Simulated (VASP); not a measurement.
# MoSe (Pm-3m) in VASP: a series of runs

Runs on MoSe. Level: PBE+U. Tasks: single point.

Everything below comes from runs of VASP 6.6.1. Logs are shortened: lines on timing, memory, paths and dates and some standing lists are left out, and cuts for length are marked.

## Step 1: The cell of the first run

The structure is cubic, space group Pm-3m (No. 221). Conventional cell: a = 3.360 Å, b = 3.360 Å, c = 3.360 Å, α = 90.00°, β = 90.00°, γ = 90.00°. Mo (site symmetry m-3m) has 8 Se at 2.91 Å and 6 Mo at 3.36 Å within 3.8 Å. Within 3.8 Å of Se (site symmetry m-3m) lie 8 Mo at 2.91 Å and 6 Se at 3.36 Å.

## Step 2: Single point, PBE+U

INCAR reads:

```
SYSTEM = MoSe
PREC = Accurate
ENCUT = 520
EDIFF = 1E-7
ISMEAR = 0
SIGMA = 0.1
LREAL = .False.
LASPH = .True.
NELM = 150
ALGO = Normal
ISIF = 2
LWAVE = .False.
LCHARG = .False.
LMAXMIX = 4
LDAU = .True.
LDAUTYPE = 2
LDAUL = 2 -1
LDAUU = 4.38 0
LDAUJ = 0 0
LDAUPRINT = 1
GGA = PE
NBANDS = 17
```

KPOINTS reads:

```
regular mesh
0
Gamma
  12 12 12
  0 0 0
```

POSCAR reads:

```
MoSe
1.0
    3.3601034263      0.0000000000      0.0000000000
    0.0000000000      3.3601034263      0.0000000000
    0.0000000000      0.0000000000      3.3601034263
Mo Se
1 1
Direct
    0.0000000000      0.0000000000      0.0000000000
    0.5000000000      0.5000000000      0.5000000000
```

Potentials or basis: VASP PAW PBE potentials, release 64 (Mo_sv, Se).

Launch:

```sh
$ cat potpaw_PBE.64/Mo_sv/POTCAR potpaw_PBE.64/Se/POTCAR > POTCAR
$ mpirun -np 1 vasp_std > vasp.out
```

OUTCAR:

```text
SYSTEM = MoSe
   PREC = Accurate
   ENCUT = 520
   EDIFF = 1E-7
   ISMEAR = 0
   LREAL = .False.
   LASPH = .True.
   NELM = 150
   ISIF = 2
   GGA = PE

 ion  position               nearest neighbor table
   1  0.000  0.000  0.000-   2 2.91   2 2.91   2 2.91   2 2.91   2 2.91   2 2.91   2 2.91   2 2.91

   2  0.500  0.500  0.500-   1 2.91   1 2.91   1 2.91   1 2.91   1 2.91   1 2.91   1 2.91   1 2.91

  LATTYP: Found a simple cubic cell.
 ALAT       =     3.3601034263

  Lattice vectors:

 A1 = (   3.3601034263,   0.0000000000,   0.0000000000)
 A2 = (   0.0000000000,   3.3601034263,   0.0000000000)
 A3 = (   0.0000000000,   0.0000000000,   3.3601034263)

Analysis of symmetry for initial positions (statically):
=====================================================================
 Subroutine PRICEL returns:
 Original cell was already a primitive cell.

 Routine SETGRP: Setting up the symmetry group for a
 simple cubic supercell.

 Subroutine GETGRP returns: Found 48 space group operations
[... 9 lines left out ...]

 Routine SETGRP: Setting up the symmetry group for a
 simple cubic supercell.

 Subroutine GETGRP returns: Found 48 space group operations
[... 11 lines left out ...]
                                     Primitive cell

  volume of cell :      37.9366

  direct lattice vectors                    reciprocal lattice vectors
     3.360103426  0.000000000  0.000000000     0.297609887  0.000000000  0.000000000
     0.000000000  3.360103426  0.000000000     0.000000000  0.297609887  0.000000000
     0.000000000  0.000000000  3.360103426     0.000000000  0.000000000  0.297609887

  length of vectors
     3.360103426  3.360103426  3.360103426     0.297609887  0.297609887  0.297609887

  position of ions in fractional coordinates (direct lattice)
     0.000000000  0.000000000  0.000000000
     0.500000000  0.500000000  0.500000000

  ion indices of the primitive-cell ions
   primitive index   ion index
                 1           1
                 2           2

----------------------------------------------------------------------------------------

 KPOINTS: regular mesh

Automatic generation of k-mesh.
 Grid dimensions read from file:
 generate k-points for:   12   12   12

 Generating k-lattice:

  Cartesian coordinates                     Fractional coordinates (reciprocal lattice)
     0.024800824  0.000000000  0.000000000     0.083333333  0.000000000  0.000000000
     0.000000000  0.024800824  0.000000000     0.000000000  0.083333333  0.000000000
     0.000000000  0.000000000  0.024800824     0.000000000  0.000000000  0.083333333

  Length of vectors
     0.024800824  0.024800824  0.024800824

  Shift w.r.t. Gamma in fractional coordinates (k-lattice)
     0.000000000  0.000000000  0.000000000

 Subroutine IBZKPT returns following result:
 ===========================================

 Found     84 irreducible k-points:

 Following reciprocal coordinates:
            Coordinates               Weight
  0.000000  0.000000  0.000000      1.000000
  0.083333  0.000000  0.000000      6.000000
  0.166667  0.000000  0.000000      6.000000
  0.250000  0.000000  0.000000      6.000000
  0.333333  0.000000  0.000000      6.000000
  0.416667  0.000000  0.000000      6.000000
[... 16 lines left out ...]
  0.333333  0.333333  0.000000     12.000000
  0.416667  0.333333  0.000000     24.000000
 [... further k-points ...]
   k-points           NKPTS =     84   k-points in BZ     NKDIM =     84   number of bands    NBANDS=     17
   number of dos      NEDOS =    301   number of ions     NIONS =      2
   total plane-waves  NPLWV =  21952
   dimension x,y,z NGX =    28 NGY =   28 NGZ =   28
   dimension x,y,z NGXF=    56 NGYF=   56 NGZF=   56
   ions per type =               1   1
   NGX,Y,Z   is equivalent  to a cutoff of  13.85, 13.85, 13.85 a.u.
   NGXF,Y,Z  is equivalent  to a cutoff of  27.71, 27.71, 27.71 a.u.
 SYSTEM =  MoSe
   PREC   = accura    normal or accurate (medium, high low for compatibility)
   ISTART =      0    job   : 0-new  1-cont  2-samecut
   ICHARG =      2    charge: 1-file 2-atom 10-const
   ISPIN  =      1    spin polarized calculation?
   LNONCOLLINEAR =      F non collinear calculations
   LSORBIT =      F    spin-orbit coupling
   LASPH  =      T    aspherical Exc in radial PAW
   ENCUT  =  520.0 eV  38.22 Ry    6.18 a.u.   6.25  6.25  6.25*2*pi/ulx,y,z
   NELM   =    150;   NELMIN=  2; NELMDL= -5     # of ELM steps
   EDIFF  = 0.1E-06   stopping-criterion for ELM
   LREAL  =      F    real-space projection
   EDIFFG = 0.1E-05   stopping-criterion for IOM
   NSW    =      0    number of steps for IOM
   IBRION =     -1    ionic relax: 0-MD 1-quasi-New 2-CG
   NFREE  =      0    steps in history (QN), initial steepest desc. (CG)
   ISIF   =      2    stress and relaxation
   ISYM   =      2    0-nonsym 1-usesym 2-fastsym
   POTIM  = 0.5000    time-step for ionic-motion
   TEBEG  =    0.0;   TEEND  =   0.0 temperature during run
   PSTRESS=    0.0 pullay stress
   NELECT =      20.0000    total number of electrons
   NUPDOWN=      -1.0000    fix difference up-down
   EMIN   =  10.00;   EMAX   =-10.00  energy-range for DOS
   EFERMI =   0.00;   METHOD = LEGACY
   ISMEAR =     0;   SIGMA  =   0.10  broadening in eV -4-tet -1-fermi 0-gaus
   EFERMI_NEDOS =   21; number of points for ismear=-14 and -15
   IALGO  =     38    algorithm
   IMIX   =      4    mixing-type and parameters
     AMIX     =   0.40;   BMIX     =  1.00
     AMIX_MAG =   1.60;   BMIX_MAG =  1.00
  volume/ion in A,a.u.               =      18.97       128.00
  Fermi-wavevector in a.u.,A,eV,Ry     =   1.322510  2.499181 23.797022  1.749032
  Thomas-Fermi vector in A             =   2.452186
   LORBIT       =      0    0 simple, 1 ext, 2 COOP (PROOUT), +10 PAW based schemes
 LDA+U is selected, type is set to LDAUTYPE =  2
   angular momentum for each species LDAUL =     2   -1
   U (eV)           for each species LDAUU =   4.4  0.0
   J (eV)           for each species LDAUJ =   0.0  0.0
   GGA     = PE    functional components
   LHFCALC =     F    Hartree Fock is set to
   AEXX    =    0.0000 exact exchange contribution
   IVDW    =     0    specifies the selected vdW correction
   LEPSILON=     F    determine dielectric tensor
   LRPA    =     F    only Hartree local field effects (RPA)
 non-spin polarized calculation
 Gauss-broadening in eV      SIGMA  =   0.10
  energy-cutoff  :      520.00
  volume of cell :       37.94
 maximum number of plane-waves:      1064
 NGX is ok and might be reduce to    28
   NGX = 13   NGY = 13   NGZ = 13

atom =   1  type =  1  l = 2

 onsite density matrix

spin component  1

  0.2886  0.0000  0.0000 -0.0000  0.0000
  0.0000  0.2886  0.0000 -0.0000 -0.0000
  0.0000  0.0000  0.5054  0.0000 -0.0000
 -0.0000 -0.0000  0.0000  0.2886  0.0000
  0.0000 -0.0000 -0.0000  0.0000  0.5054

spin component  2

  0.2886  0.0000  0.0000 -0.0000  0.0000
  0.0000  0.2886  0.0000 -0.0000 -0.0000
  0.0000  0.0000  0.5054  0.0000 -0.0000
 -0.0000 -0.0000  0.0000  0.2886  0.0000
  0.0000 -0.0000 -0.0000  0.0000  0.5054

 occupancies and eigenvectors

  o =  0.2886  v =  1.0000  0.0000  0.0000  0.0000  0.0000  0.0000  0.0000  0.0000  0.0000  0.0000      0.0000  0.0000  0.0000  0.0000  0.0000  0.0000  0.0000  0.0000  0.0000  0.0000
  o =  0.2886  v =  0.0000  0.0000  0.0000  0.0000  0.0000  1.0000  0.0000  0.0000  0.0000  0.0000      0.0000  0.0000  0.0000  0.0000  0.0000  0.0000  0.0000  0.0000  0.0000  0.0000
  o =  0.2886  v =  0.0000 -0.9411 -0.0000 -0.3382  0.0000  0.0000  0.0000  0.0000  0.0000  0.0000      0.0000  0.0000  0.0000  0.0000  0.0000  0.0000  0.0000  0.0000  0.0000  0.0000
  o =  0.2886  v =  0.0000  0.0000  0.0000  0.0000  0.0000  0.0000 -0.9411 -0.0000 -0.3382  0.0000      0.0000  0.0000  0.0000  0.0000  0.0000  0.0000  0.0000  0.0000  0.0000  0.0000
  o =  0.2886  v =  0.0000  0.0000  0.0000  0.0000  0.0000  0.0000 -0.3382 -0.0000  0.9411  0.0000      0.0000  0.0000  0.0000  0.0000  0.0000  0.0000  0.0000  0.0000  0.0000  0.0000
  o =  0.2886  v =  0.0000 -0.3382 -0.0000  0.9411  0.0000  0.0000  0.0000  0.0000  0.0000  0.0000      0.0000  0.0000  0.0000  0.0000  0.0000  0.0000  0.0000  0.0000  0.0000  0.0000
  o =  0.5054  v =  0.0000  0.0000  0.0000  0.0000  0.0000  0.0000  0.0000 -0.9928  0.0000 -0.1199      0.0000  0.0000  0.0000  0.0000  0.0000  0.0000  0.0000  0.0000  0.0000  0.0000
  o =  0.5054  v =  0.0000  0.0000 -0.9928  0.0000 -0.1199  0.0000  0.0000  0.0000  0.0000  0.0000      0.0000  0.0000  0.0000  0.0000  0.0000  0.0000  0.0000  0.0000  0.0000  0.0000
  o =  0.5054  v =  0.0000  0.0000  0.0000  0.0000  0.0000  0.0000  0.0000 -0.1199  0.0000  0.9928      0.0000  0.0000  0.0000  0.0000  0.0000  0.0000  0.0000  0.0000  0.0000  0.0000
  o =  0.5054  v =  0.0000  0.0000 -0.1199  0.0000  0.9928  0.0000  0.0000  0.0000  0.0000  0.0000      0.0000  0.0000  0.0000  0.0000  0.0000  0.0000  0.0000  0.0000  0.0000  0.0000

 number of electron      20.0000001 magnetization

 Free energy of the ion-electron system (eV)
  ---------------------------------------------------
  ext. energy  EPLUGINS =         0.00000000
  ---------------------------------------------------
  free energy    TOTEN  =        -8.57829810 eV

  energy without entropy =       -8.56557049  energy(sigma->0) =       -8.57193430

 E-fermi :   8.8108     XC(G=0): -11.6011

 val. band max:        8.8067693157   @ k =   0.4167   0.4167   0.2500
 cond. band min:       8.8114828255   @ k =   0.4167   0.4167   0.2500
 fundamental gap:      0.0047135098
 Fermi energy:         8.8107834872

 k-point     1 :       0.0000    0.0000    0.0000
  band No.  band energies     occupation
      1     -53.1596      2.00000
      2     -27.1398      2.00000
      3     -27.1398      2.00000
      4     -27.1398      2.00000
      5      -6.5432      2.00000
      6       5.6726      2.00000
[... 9 lines left out ...]
     16      17.1569      0.00000
     17      23.7669      0.00000

 k-point     2 :       0.0833    0.0000    0.0000
  band No.  band energies     occupation
      1     -53.1591      2.00000
      2     -27.1486      2.00000
      3     -27.1390      2.00000
      4     -27.1390      2.00000
      5      -6.4798      2.00000
      6       5.2680      2.00000
[... 9 lines left out ...]
     16      17.3747      0.00000
     17      22.4663      0.00000
[... 421 lines left out ...]
 k-point    24 :       0.4167    0.3333    0.0000
  band No.  band energies     occupation
      1     -53.1459      2.00000
      2     -27.2487      2.00000
      3     -27.2226      2.00000
      4     -27.1206      2.00000
      5      -5.0543      2.00000
      6       2.6683      2.00000
[... 9 lines left out ...]
     16      18.6687      0.00000
     17      19.2664      0.00000

 [... further k-points ...]
[... 5 lines left out ...]
  --------------------------------------------------------------------------------------
  -------------------------------------------------------------------------------------
  Total       -4.3016728     -4.3016728     -4.3016728     -0.0000000     -0.0000000      0.0000000
  in kB     -181.6728475   -181.6728475   -181.6728475     -0.0000000     -0.0000000      0.0000000
  external PRESSURE =    -181.6728475 kB  Pullay stress =       0.0000000 kB

 VOLUME and BASIS-vectors are now :
 -----------------------------------------------------------------------------
  energy-cutoff  :      520.00
  volume of cell :       37.94
      direct lattice vectors                 reciprocal lattice vectors
     3.360103426  0.000000000  0.000000000     0.297609887  0.000000000  0.000000000
     0.000000000  3.360103426  0.000000000     0.000000000  0.297609887  0.000000000
     0.000000000  0.000000000  3.360103426     0.000000000  0.000000000  0.297609887

 POSITION                                       TOTAL-FORCE (eV/Angst)
 -----------------------------------------------------------------------------------
      0.00000      0.00000      0.00000         0.000000      0.000000      0.000000
      1.68005      1.68005      1.68005         0.000000      0.000000      0.000000
 -----------------------------------------------------------------------------------
    total drift:                               -0.000000      0.000000     -0.000000

  FREE ENERGIE OF THE ION-ELECTRON SYSTEM (eV)
  ---------------------------------------------------
  free  energy   TOTEN  =        -8.5782980971 eV

  energy  without entropy=       -8.5655704944  energy(sigma->0) =       -8.57193430
```

Wall time 65 s (1 thread of Intel Xeon Platinum 8488C (Sapphire Rapids), shared host); peak memory 0.19 GiB.

What came out:

```
Free energy            : -8.5783 eV
Pressure               : -18.2 GPa
Band gap on the k mesh : zero (band 10 reaches 9.83 eV, above the bottom of band 11 at 8.33 eV)
```

Eigenvalues of the final occupation matrices:
```
    site  spin  trace               eigenvalues
site 1 d     1   1.88  0.29 0.29 0.29 0.51 0.51
site 1 d     2   1.88  0.29 0.29 0.29 0.51 0.51
```

Caveat: U without spin polarisation on a metal has little footing.

(Part 1 of 2 ends here.)
